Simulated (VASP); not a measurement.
A run of VASP 6.6.1 is set up as follows.

Contents of INCAR:

```
SYSTEM = V
PREC = Accurate
ENCUT = 520
EDIFF = 1E-6
ISMEAR = -1
SIGMA = 0.08
LREAL = .False.
LASPH = .True.
NELM = 80
ALGO = Normal
ISIF = 2
LWAVE = .False.
LCHARG = .False.
GGA = PE
NBANDS = 12
```

The input KPOINTS:

```
Automatic mesh
0
Gamma
  15 15 15
  0 0 0
```

File POSCAR:

```
V
1.0
    2.1558415010      0.0000000000      0.0000000000
    0.0000000000      2.1558415010      0.0000000000
    0.0000000000      0.0000000000      2.1558415010
V
1
Direct
    0.0000000000      0.0000000000      0.0000000000
```

Potentials or basis: VASP PAW PBE potentials, release 64 (V_sv).

Command:

```sh
$ cat potpaw_PBE.64/V_sv/POTCAR > POTCAR
$ mpirun -np 1 vasp_std > vasp.out
```

Q: What does it give for the pressure?

A: 110.3 GPa.
